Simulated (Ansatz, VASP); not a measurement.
**Two plane-wave programs on MoS2**

```
CELL_PARAMETERS angstrom
3.14139 0.00000 0.00000
-1.57069 2.72052 0.00000
0.00000 0.00000 12.08169
ATOMIC_POSITIONS crystal
Mo 0.66667 0.33333 0.25000
Mo 0.33333 0.66667 0.75000
S 0.66667 0.33333 0.62119
S 0.33333 0.66667 0.37881
S 0.66667 0.33333 0.87881
S 0.33333 0.66667 0.12119
```

Alike in both runs: task single point; functional PBEsol; k mesh 12 × 12 × 2; occupations gaussian, width 0.02 eV; no spin polarisation.

|  | VASP | Ansatz |
| --- | --- | --- |
| version | VASP 6.6.1 | Ansatz 0.2.0 |
| potentials or method | VASP PAW PBE potentials, release 64 (Mo_sv, S), cutoff 520 eV | scalar-relativistic, plane waves, PAW |
| valence electrons in the cell | 52 | 52 |

```tsv
	VASP	Ansatz	Ansatz less VASP
gap on the k mesh at the Fermi level (eV)	0.76	0.75	-0.017
least direct gap on the mesh (eV)	1.71	1.71	-0.005
pressure (GPa)	0.7	0.7	+0.03
traceless stress, the component that is largest in VASP (GPa)	0.77	0.79	+0.022
```

VASP's potentials were made for PBE, not for PBEsol.
